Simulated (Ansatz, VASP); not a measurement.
**Two plane-wave programs on Sb**

```
Sb
1.0
    -1.76035    1.76035    1.76035
     1.76035   -1.76035    1.76035
     1.76035    1.76035   -1.76035
Sb
1
Direct
  0.00000 0.00000 0.00000
```

Change from the starting cell: volume scaled by 0.8, PAW files.

Alike in both runs: task single point; functional PBE; k mesh 16 × 16 × 16; occupations fermi-dirac, width 0.1 eV; no spin polarisation.

|  | VASP | Ansatz |
| --- | --- | --- |
| version | VASP 6.6.1 | Ansatz 0.2.0 |
| potentials or method | VASP PAW PBE potentials, release 64 (Sb) | PAW with Ansatz's default frozen-core files, scalar-relativistic |
| plane-wave cutoff (eV) | 500 | 420 |
| valence electrons in the cell | 5 | 15 |

```tsv
	VASP	Ansatz	Ansatz less VASP
pressure (GPa)	22.0	22.0	0.00
```

VASP's potentials hold 5 valence electrons a cell and Ansatz's 15, so a difference there can come from the potentials and not from the codes.

Spin-orbit coupling is off throughout.
